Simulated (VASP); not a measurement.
Write the native input for VASP 6.6.1 that does the following.

```yaml
Task: single point
Functional: PBEsol
Potentials_or_basis: VASP PAW PBE potentials, release 64 (Si)
Cutoff: 520 eV
k_mesh: 11 × 11 × 11
Occupations: fermi-dirac, width 0.05 eV
Spin: no spin polarisation
Dipole_correction: no
Further_INCAR_settings: ALGO = Normal; EDIFF = 1e-07; NBANDS = 11
```

The structure of Si lies in POSCAR:

```
Si
1.0
   -2.3713723045      2.3713723045      1.3292653899
    2.3713723045     -2.3713723045      1.3292653899
    2.3713723045      2.3713723045     -1.3292653899
Si
2
Direct
    0.5000000000      0.5000000000      0.0000000000
    0.2500000000      0.7500000000      0.5000000000
```

The input as run:

INCAR

```
SYSTEM = Si
PREC = Accurate
ENCUT = 520
EDIFF = 1E-7
ISMEAR = -1
SIGMA = 0.05
LREAL = .False.
LASPH = .True.
NELM = 80
ALGO = Normal
ISIF = 2
LWAVE = .False.
LCHARG = .True.
GGA = PS
LELF = .True.
LVHAR = .True.
NBANDS = 11
```

KPOINTS

```
regular mesh
0
Gamma
  11 11 11
  0 0 0
```

Potentials or basis: VASP PAW PBE potentials, release 64 (Si).

Run with:

```bash
$ cat potpaw_PBE.64/Si/POTCAR > POTCAR
$ mpirun -np 1 vasp_std > vasp.out
```

Results of the run:

```yaml
Pressure: 0.8 GPa
Band_gap_on_the_k_mesh: zero (band 4 reaches 11.71 eV, above the bottom of band 5 at 5.68 eV)
```

Caveat: the PAW data sets were made with another functional, which shifts forces and pressure a little.

Wall time 33 s on 1 thread of Intel(R) Xeon(R) Platinum 8259CL CPU @ 2.50GHz (Skylake/Cascade Lake), with other jobs on the host, peak memory 0.16 GiB.
